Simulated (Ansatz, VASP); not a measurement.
# One calculation of NbAs, two programs

Contents of POSCAR:

```
NbAs
1.0
    0.0000000000      3.0919930775      3.0919930775
    3.0919930775      0.0000000000      3.0919930775
    3.0919930775      3.0919930775      0.0000000000
Nb As
1 1
Direct
    0.0000000000      0.0000000000      0.0000000000
    0.2500000000      0.2500000000      0.2500000000
```

Contents of INCAR.step1:

```
SYSTEM = NbAs
PREC     = Accurate       ! precision mode
ENCUT    = 520            ! plane-wave cutoff, eV
ISMEAR   = 0              ! smearing method
SIGMA    = 0.1            ! smearing width, eV
LREAL    = .False.        ! projectors in reciprocal space
LASPH    = .True.         ! aspherical terms in the spheres
NELM     = 80             ! most SCF steps
NBANDS   = 16             ! bands
GGA      = PE             ! functional
ALGO     = Normal         ! electronic algorithm
EDIFF    = 1E-4           ! SCF threshold, eV
LWAVE    = .True.         ! write WAVECAR
LCHARG   = .False.        ! write CHGCAR
```

Contents of INCAR.step2:

```
SYSTEM = NbAs
PREC     = Accurate       ! precision mode
ENCUT    = 520            ! plane-wave cutoff, eV
EDIFF    = 1E-6           ! SCF threshold, eV
ISMEAR   = 0              ! smearing method
SIGMA    = 0.1            ! smearing width, eV
LREAL    = .False.        ! projectors in reciprocal space
LASPH    = .True.         ! aspherical terms in the spheres
NELM     = 80             ! most SCF steps
ALGO     = Normal         ! electronic algorithm
ISIF     = 2              ! what is computed and relaxed
LWAVE    = .False.        ! write WAVECAR
LCHARG   = .True.         ! write CHGCAR
METAGGA  = R2SCAN         ! meta-GGA
LMIXTAU  = .True.       
LELF     = .True.         ! ELF
LVHAR    = .True.       
NBANDS   = 16             ! bands
ISTART   = 1
```

The input KPOINTS:

```
regular mesh
0
Gamma
  12 12 12
  0 0 0
```

Input for Ansatz:

```yaml
crystal:
  lattice:
    - [0.0, 3.0919930775, 3.0919930775]
    - [3.0919930775, 0.0, 3.0919930775]
    - [3.0919930775, 3.0919930775, 0.0]
  atoms:
    - { symbol: Nb, position: [0.0, 0.0, 0.0] }
    - { symbol: As, position: [0.25, 0.25, 0.25] }
basis:
  ecutwfc: 500
kpoints:
  mp_grid: { grid: [12, 12, 12] }
hamiltonian:
  xc: r2scan
scf:
  occupations: { method: gaussian, width: 0.1 }
  lower_state_search: "off"
output:
  forces: true
  stress: true
  eigenvalues: true
  write_density: true
  write_potential: true
  elf: true
  volumetric_format: npy
```

Alike in both runs: task single point; functional r2SCAN; k mesh 12 × 12 × 12; occupations gaussian, width 0.1 eV; no spin polarisation.

|  | VASP | Ansatz |
| --- | --- | --- |
| version | VASP 6.6.1 | Ansatz 0.2.0 |
| potentials or method | VASP PAW PBE potentials, release 64 (Nb_sv, As), cutoff 520 eV | scalar-relativistic, plane waves, PAW |
| valence electrons in the cell | 18 | 28 |

```tsv
	VASP	Ansatz	Ansatz less VASP
gap on the k mesh at the Fermi level (eV)	none	none	-
pressure (GPa)	-13.1	-13.0	+0.06
```

VASP's potentials were made for PBE, not for r2SCAN. A gap of «none» marks a metal or a gap that the smearing closes. VASP's potentials hold 18 valence electrons a cell and Ansatz's 28, so a difference there can come from the potentials and not from the codes.
